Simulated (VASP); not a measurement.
Runs of VASP 6.6.1 on SnC2. The structure is that of space group I4/mmm (No. 139), or close to it. The cells are those of the table. 

| task | potentials or basis | cell | cutoff (eV) | smearing | gap on the mesh (eV) | pressure (GPa) | largest force (eV/Å) |
| --- | --- | --- | --- | --- | --- | --- | --- |
| relaxation of cell and atoms | VASP PAW PBE potentials, release 64 (Sn_d, C) | relaxed to 5 GPa from a = 4.377 Å, angles 124.6, 124.6, 82.2°, 3 atoms | 600 | gaussian 0.01 eV | 0.47 | 5.0 | - |
| single point | VASP PAW PBE potentials, release 64 (Sn_d, C) | a = 4.377 Å, angles 124.6, 124.6, 82.2°, 3 atoms | 520 | gaussian 0.01 eV | 0.94 | 0.1 | 0.11 |
| relaxation of cell and atoms | VASP PAW PBE potentials, release 64 (Sn_d, C) | relaxed from a = 4.377 Å, angles 124.6, 124.6, 82.2°, 3 atoms | 600 | gaussian 0.01 eV | 0.94 | 0.0 | - |
| single point | VASP PAW PBE potentials, release 64 (Sn_d, C_h) | a = 4.377 Å, angles 124.6, 124.6, 82.2°, 3 atoms | 910 | gaussian 0.02 eV | 0.95 | (a) | 0.02 |
| single point | VASP PAW PBE potentials, release 64 (Sn_d, C) | a = 4.275 Å, angles 125.1, 125.1, 81.4°, 3 atoms | 520 | gaussian 0.01 eV | 0.49 | (b) | 0.11 |

Alike in all rows: level PBE; no spin polarisation; k mesh 10 × 10 × 10.

Task: Estimate the missing entries.

Result: (a) -0.1; (b) 5.1.

Caveats: spin-orbit coupling is left out, which moves the levels of the heavy elements; the cell is relaxed towards a set pressure, so the run minimises the enthalpy, not the energy (at least some runs); the cutoff is under 1.25 times the usual one of these potentials, so pressure, stress and relaxed cells hold a basis-set (Pulay) error (at least some runs); the cell stands under pressure (at least some runs).

A k mesh can miss the band edges, and the runs leave out spin-orbit coupling on Sn.
